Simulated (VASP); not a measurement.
Crystal: Sb.

```xyz
2
Lattice="2.1542 1.2437 3.7580 -2.1542 1.2437 3.7580 0.0000 -2.4875 3.7580" Properties=species:S:1:pos:R:3 pbc="T T T"
Sb    0.0000    0.0000    8.6416
Sb    0.0000    0.0000    2.6324
```

| Quantity | Value |
| --- | --- |
| Program | VASP 6.6.1 |
| Task | relaxation of cell and atoms |
| Functional | BLYP |
| Dispersion | D4 |
| Potentials or basis | VASP PAW PBE potentials, release 64 (Sb) |
| Cutoff | 600 eV |
| k mesh | 8 × 8 × 8 |
| Occupations | fermi-dirac, width 0.05 eV |
| Spin | no spin polarisation |

At the start: pressure 2.0 GPa; volume 30.21 Å³/atom.

Task: Where does the relaxation end?

Result: Over 5 steps the energy falls by 6.7 meV/atom and the volume is 31.19 Å³/atom (+3.3 %); space group R-3m (No. 166, to 0.1 Å) before and after.

Step by step:
```csv
step,energy change (eV),largest force (eV/Å),pressure (GPa),volume (Å³)
1,0.0000,0.2019,2.01,60.41
2,-0.0070,0.1503,-1.24,63.78
3,-0.0132,0.0147,0.00,62.37
4,-0.0133,0.0069,0.00,62.37
5,-0.0133,0.0039,-0.01,62.39
```

Final structure:
```
Sb
1.0
     2.18229    1.25995    3.78159
    -2.18229    1.25995    3.78159
     0.00000   -2.51989    3.78159
Sb
2
Direct
  0.76613 0.76613 0.76613
  0.23387 0.23387 0.23387
```

Caveat: the PAW data sets were made with another functional, which shifts forces and pressure a little.
